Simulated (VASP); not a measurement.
# Al3GaN4 (P1) in VASP: further runs, part 2 of 2

VASP 6.6.1.

### 3 Single point, PBEsol (all Ga atoms moved +0.075 Å, as atom 4 along Cartesian [1 -1 0])

The input, INCAR:

```
PREC = Accurate ; ENCUT = 520
EDIFF = 1E-6 ; ISMEAR = 0
SIGMA = 0.05 ; LREAL = False
LASPH = True ; NELM = 100
ALGO = Normal ; ISIF = 2
LWAVE = False ; LCHARG = True
GGA = PS ; LELF = True
LVHAR = True ; NBANDS = 31
```

The input, KPOINTS:

```
regular mesh
0
Gamma
  6 8 4
```

The input, POSCAR:

```
Al3GaN4
1.0
    5.0434079743      0.0000000000      0.0001149899
    0.0000000000      3.1300738979      0.0000000000
   -0.0032362578      0.0000000000      5.4179919454
Al Ga N
3 1 4
Direct
    0.5002300429      0.5000000000      0.1673295662
    0.0009207031      0.5000000000      0.8348055926
    0.0010880657      0.0000000000      0.3316926346
    0.5099370247     -0.0169430532      0.6662006786
    0.1111724737      0.0000000000      0.6663292504
    0.1224543244      0.5000000000      0.1671578642
    0.6251234792      0.5000000000      0.8401923549
    0.6231881982      0.0000000000      0.3262928352
```

Potentials or basis: VASP PAW PBE potentials, release 64 (Al, Ga_d, N).

On the command line:

```
$ cat potpaw_PBE.64/Al/POTCAR potpaw_PBE.64/Ga_d/POTCAR potpaw_PBE.64/N/POTCAR > POTCAR
$ mpirun -np 1 vasp_std > vasp.out
```

OUTCAR:

```text
PREC = Accurate
   ENCUT = 520
   EDIFF = 1E-6
   ISMEAR = 0
   LREAL = False
   LASPH = True
   NELM = 100
   ISIF = 2
   GGA = PS

 ion  position               nearest neighbor table
   1  0.500  0.500  0.167-   7 1.88   8 1.89   8 1.89   6 1.91   2 3.10   3 3.10   3 3.10   4 3.10
                             3 3.10   3 3.10   2 3.10   4 3.11
   2  0.001  0.500  0.835-   5 1.90   5 1.90   7 1.90   6 1.90   4 3.04   4 3.10   1 3.10   1 3.10
                             3 3.11   3 3.11   4 3.12   3 3.14   3 3.14
   3  0.001  0.000  0.332-   5 1.90   6 1.90   6 1.90   8 1.91   4 3.07   1 3.10   1 3.10   1 3.10
                             1 3.10   2 3.11   2 3.11   4 3.14   2 3.14   2 3.14
   4  0.510  0.983  0.666-   7 1.87   8 1.93   7 1.96   5 2.01   2 3.04   3 3.07   2 3.10   1 3.10
                             1 3.11   2 3.12   3 3.14
   5  0.111  0.000  0.666-   2 1.90   2 1.90   3 1.90   4 2.01
   6  0.122  0.500  0.167-   2 1.90   3 1.90   3 1.90   1 1.91
   7  0.625  0.500  0.840-   4 1.87   1 1.88   2 1.90   4 1.96
   8  0.623  0.000  0.326-   1 1.89   1 1.89   3 1.91   4 1.93

  LATTYP: Found a simple monoclinic cell.
 ALAT       =     5.0434079756
 B/A-ratio  =     0.6206267494
 C/A-ratio  =     1.0742721862
 COS(beta)  =    -0.0005745167

  Lattice vectors:

 A1 = (   5.0434079743,   0.0000000000,   0.0001149899)
 A2 = (   0.0000000000,   3.1300738979,   0.0000000000)
 A3 = (  -0.0032362578,   0.0000000000,   5.4179919454)

Analysis of symmetry for initial positions (statically):
=====================================================================
 Subroutine PRICEL returns:
 Original cell was already a primitive cell.

 Routine SETGRP: Setting up the symmetry group for a
 simple monoclinic supercell.

 Subroutine GETGRP returns: Found  1 space group operations
 (whereof  1 operations were pure point group operations)
 out of a pool of  4 trial point group operations.

The static configuration has the point symmetry C_1 .

Analysis of symmetry for dynamics (positions and initial velocities):
=====================================================================
 Subroutine PRICEL returns:
 Original cell was already a primitive cell.

 Routine SETGRP: Setting up the symmetry group for a
 simple monoclinic supercell.

 Subroutine GETGRP returns: Found  1 space group operations
 (whereof  1 operations were pure point group operations)
 out of a pool of  4 trial point group operations.

The dynamic configuration has the point symmetry C_1 .

 Subroutine INISYM returns: Found  1 space group operations
 (whereof  1 operations are pure point group operations),
 and found     1 'primitive' translations

----------------------------------------------------------------------------------------

                                     Primitive cell

  volume of cell :      85.5297

  direct lattice vectors                    reciprocal lattice vectors
     5.043407974  0.000000000  0.000114990     0.198278623  0.000000000  0.000118435
     0.000000000  3.130073898  0.000000000     0.000000000  0.319481275  0.000000000
    -0.003236258  0.000000000  5.417991945    -0.000004208  0.000000000  0.184570224

  length of vectors
     5.043407976  3.130073898  5.417992912     0.198278658  0.319481275  0.184570224

[... 49 lines left out ...]
  0.000000  0.000000  0.000000      1.000000
  0.166667  0.000000  0.000000      2.000000
  0.333333  0.000000 -0.000000      2.000000
  0.500000  0.000000  0.000000      1.000000
  0.000000  0.125000  0.000000      2.000000
  0.166667  0.125000  0.000000      2.000000
[... 16 lines left out ...]
  0.000000  0.500000  0.000000      1.000000
  0.166667  0.500000  0.000000      2.000000
 [... further k-points ...]
   k-points           NKPTS =    100   k-points in BZ     NKDIM =    100   number of bands    NBANDS=     31
   number of dos      NEDOS =    301   number of ions     NIONS =      8
   total plane-waves  NPLWV =  38400
   dimension x,y,z NGX =    40 NGY =   24 NGZ =   40
   dimension x,y,z NGXF=    80 NGYF=   48 NGZF=   80
   ions per type =               3   1   4
   NGX,Y,Z   is equivalent  to a cutoff of  13.19, 12.75, 12.27 a.u.
   NGXF,Y,Z  is equivalent  to a cutoff of  26.37, 25.49, 24.55 a.u.
 SYSTEM =  unknown system
   PREC   = accura    normal or accurate (medium, high low for compatibility)
   ISTART =      0    job   : 0-new  1-cont  2-samecut
   ICHARG =      2    charge: 1-file 2-atom 10-const
   ISPIN  =      1    spin polarized calculation?
   LNONCOLLINEAR =      F non collinear calculations
   LSORBIT =      F    spin-orbit coupling
   LASPH  =      T    aspherical Exc in radial PAW
   ENCUT  =  520.0 eV  38.22 Ry    6.18 a.u.   9.38  5.82 10.07*2*pi/ulx,y,z
   NELM   =    100;   NELMIN=  2; NELMDL= -5     # of ELM steps
   EDIFF  = 0.1E-05   stopping-criterion for ELM
   LREAL  =      F    real-space projection
   EDIFFG = 0.1E-04   stopping-criterion for IOM
   NSW    =      0    number of steps for IOM
   IBRION =     -1    ionic relax: 0-MD 1-quasi-New 2-CG
   NFREE  =      0    steps in history (QN), initial steepest desc. (CG)
   ISIF   =      2    stress and relaxation
   ISYM   =      2    0-nonsym 1-usesym 2-fastsym
   POTIM  = 0.5000    time-step for ionic-motion
   TEBEG  =    0.0;   TEEND  =   0.0 temperature during run
   PSTRESS=    0.0 pullay stress
   NELECT =      42.0000    total number of electrons
   NUPDOWN=      -1.0000    fix difference up-down
   EMIN   =  10.00;   EMAX   =-10.00  energy-range for DOS
   EFERMI =   0.00;   METHOD = LEGACY
   ISMEAR =     0;   SIGMA  =   0.05  broadening in eV -4-tet -1-fermi 0-gaus
   EFERMI_NEDOS =   21; number of points for ismear=-14 and -15
   IALGO  =     38    algorithm
   IMIX   =      4    mixing-type and parameters
     AMIX     =   0.40;   BMIX     =  1.00
     AMIX_MAG =   1.60;   BMIX_MAG =  1.00
  volume/ion in A,a.u.               =      10.69        72.15
  Fermi-wavevector in a.u.,A,eV,Ry     =   1.291573  2.440719 22.696701  1.668160
  Thomas-Fermi vector in A             =   2.423334
   LORBIT       =      0    0 simple, 1 ext, 2 COOP (PROOUT), +10 PAW based schemes
   GGA     = PS    functional components
   LHFCALC =     F    Hartree Fock is set to
   AEXX    =    0.0000 exact exchange contribution
   IVDW    =     0    specifies the selected vdW correction
   LEPSILON=     F    determine dielectric tensor
   LRPA    =     F    only Hartree local field effects (RPA)
 non-spin polarized calculation
 Gauss-broadening in eV      SIGMA  =   0.05
  energy-cutoff  :      520.00
  volume of cell :       85.53
 maximum number of plane-waves:      2328
 NGX is ok and might be reduce to    40
   NGX = 19   NGY = 11   NGZ = 21

 number of electron      41.9999995 magnetization

 Free energy of the ion-electron system (eV)
  ---------------------------------------------------
  ext. energy  EPLUGINS =         0.00000000
  ---------------------------------------------------
  free energy    TOTEN  =       -60.02200089 eV

  energy without entropy =      -60.02200089  energy(sigma->0) =      -60.02200089

 E-fermi :   6.0963     XC(G=0): -11.3201

 val. band max:        5.8033127464   @ k =   0.0000   0.0000   0.0000
 cond. band min:       9.2561808389   @ k =   0.0000   0.0000   0.0000
 fundamental gap:      3.4528680925
 Fermi energy:         6.0962527345

 k-point     1 :       0.0000    0.0000    0.0000
  band No.  band energies     occupation
      1      -9.5900      2.00000
      2      -8.2869      2.00000
      3      -8.0656      2.00000
      4      -7.1960      2.00000
      5      -7.0607      2.00000
      6      -6.9715      2.00000
[... 805 lines left out ...]
     30      15.9280      0.00000
     31      16.7104      0.00000

 [... further k-points ...]
[... 5 lines left out ...]
  --------------------------------------------------------------------------------------
  -------------------------------------------------------------------------------------
  Total       -0.4546021      0.3783583      0.3205556     -0.3263797     -0.5598817      0.0570877
  in kB       -8.5157912      7.0875606      6.0047772     -6.1138760    -10.4879309      1.0693901
  external PRESSURE =       1.5255155 kB  Pullay stress =       0.0000000 kB

 VOLUME and BASIS-vectors are now :
 -----------------------------------------------------------------------------
  energy-cutoff  :      520.00
  volume of cell :       85.53
      direct lattice vectors                 reciprocal lattice vectors
     5.043407974  0.000000000  0.000114990     0.198278623  0.000000000  0.000118435
     0.000000000  3.130073898  0.000000000     0.000000000  0.319481275  0.000000000
    -0.003236258  0.000000000  5.417991945    -0.000004208  0.000000000  0.184570224

 POSITION                                       TOTAL-FORCE (eV/Angst)
 -----------------------------------------------------------------------------------
      2.52232      1.56504      0.90665        -0.094079     -0.035325      0.023530
      0.00194      1.56504      4.52297         0.268535     -0.037162     -0.032975
      0.00441      0.00000      1.79711         0.166866      0.005996      0.037939
      2.56966      3.07704      3.60953        -0.866228      0.833268     -0.116665
      0.55853      0.00000      3.61018         0.246297     -0.060841      0.005471
      0.61705      1.56504      0.90567        -0.002312     -0.000699     -0.009117
      3.15003      1.56504      4.55223         0.199722     -0.668071      0.208042
      3.14194      0.00000      1.76792         0.081198     -0.037167     -0.116226
 -----------------------------------------------------------------------------------
    total drift:                               -0.000121      0.000510     -0.000721

  FREE ENERGIE OF THE ION-ELECTRON SYSTEM (eV)
  ---------------------------------------------------
  free  energy   TOTEN  =       -60.0220008895 eV

  energy  without entropy=      -60.0220008895  energy(sigma->0) =      -60.02200089
```

Wall time 2.3 min (1 thread of AMD EPYC 9R45 (Zen 5), shared host); peak memory 0.31 GiB.

Results:

* Free energy: -60.0220 eV
* Pressure: 0.2 GPa
* Largest force: 1.208 eV/Å
* Band gap on the k mesh: 3.45 eV, direct

Forces in eV/Å, atoms in the order of the input:
```
Al  -0.094 -0.035  0.024
Al   0.269 -0.037 -0.033
Al   0.167  0.006  0.038
Ga  -0.866  0.833 -0.117
N    0.246 -0.061  0.005
N   -0.002 -0.001 -0.009
N    0.200 -0.668  0.208
N    0.081 -0.037 -0.116
```

Caveat: the cell differs from its parent crystal (all Ga atoms moved +0.075 Å, as atom 4 along Cartesian [1 -1 0]); the PAW data sets were made with another functional, which shifts forces and pressure a little.
